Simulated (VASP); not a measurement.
# Sb: density of states with PBE

Sb:

```
Sb
1.0
     2.29229    0.00000    0.00000
     0.00000    2.29229    0.00000
     0.00000    0.00000    2.29229
Sb
1
Direct
  0.00000 0.00000 0.00000
```

This cell differs from its parent crystal: volume scaled by 0.4.

```json
{
 "Program": "VASP 6.6.1",
 "Task": "density of states",
 "Functional": "PBE",
 "Potentials or basis": "VASP PAW PBE potentials, release 64 (Sb)",
 "Cutoff": "400 eV",
 "k mesh": "12 × 12 × 12",
 "Occupations": "fermi-dirac, width 0.05 eV",
 "Spin": "no spin polarisation",
 "Dipole correction": "no",
 "k mesh for the DOS": "18 × 18 × 18",
 "Occupations for the DOS": "tetrahedron",
 "Further INCAR settings": "ALGO = Normal; EDIFF = 1e-06"
}
```

```
Valence electrons inside the program's atomic spheres : Sb 3.64
```

Levels at points of the mesh, in eV from the Fermi level:
| k point | band 1 | band 2 | band 3 | band 4 | band 5 |
| --- | --- | --- | --- | --- | --- |
| (0.00, 0.00, 0.00) | -23.62 | 5.06 | 5.06 | 5.06 | 8.85 |
| (0.50, 0.00, 0.00) | -15.45 | -14.82 | 9.23 | 11.62 | 11.79 |
| (0.50, 0.50, 0.00) | -9.30 | -9.30 | -6.00 | -2.05 | 14.29 |
| (0.50, 0.50, 0.50) | -3.53 | -3.53 | -3.53 | 1.58 | 3.74 |

Wall time 13 s on 1 thread of Intel Xeon 8259CL (shared host), peak memory 0.12 GiB.

Caveat: spin-orbit coupling is left out, which moves the levels of the heavy elements.
